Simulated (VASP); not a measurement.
Write the native input for VASP 6.6.1 that does the following.

```yaml
Task: single point
Functional: PBE
Potentials_or_basis: VASP PAW PBE potentials, release 64 (B, As)
Cutoff: 520 eV
k_mesh: 15 × 15 × 15
Occupations: fermi-dirac, width 0.08 eV
Spin: no spin polarisation
Dipole_correction: no
Further_INCAR_settings: ALGO = Normal; EDIFF = 1e-07; NBANDS = 11
```

The structure of BAs (rocksalt type) lies in POSCAR:

```
BAs
1.0
    0.0000000000      1.9888317595      1.9888317595
    1.9888317595      0.0000000000      1.9888317595
    1.9888317595      1.9888317595      0.0000000000
B As
1 1
Direct
    0.0000000000      0.0000000000      0.0000000000
    0.5000000000      0.5000000000      0.5000000000
```

This cell differs from its parent crystal: volume scaled by 0.64.

One way to write it, as run:

INCAR

```
ALGO = Normal
EDIFF = 1E-7
ENCUT = 520
GGA = PE
ISIF = 2
ISMEAR = -1
LASPH = T
LCHARG = F
LREAL = F
LWAVE = F
NBANDS = 11
NELM = 80
PREC = Accurate
SIGMA = 0.08
```

KPOINTS

```
k-points
0
Gamma
  15 15 15
```

Potentials or basis: VASP PAW PBE potentials, release 64 (B, As).

The run is started by

```console
$ cat potpaw_PBE.64/B/POTCAR potpaw_PBE.64/As/POTCAR > POTCAR
$ mpirun -np 1 vasp_std > vasp.out
```

It gave:

| Item | Value |
| --- | --- |
| Pressure | 148.4 GPa |
| Band gap on the k mesh | zero (band 4 reaches 14.97 eV, above the bottom of band 5 at 11.78 eV) |

Run time: 10 s on 1 thread of Intel(R) Xeon(R) Platinum 8488C (Sapphire Rapids), with other jobs on the host, peak memory 0.15 GiB.
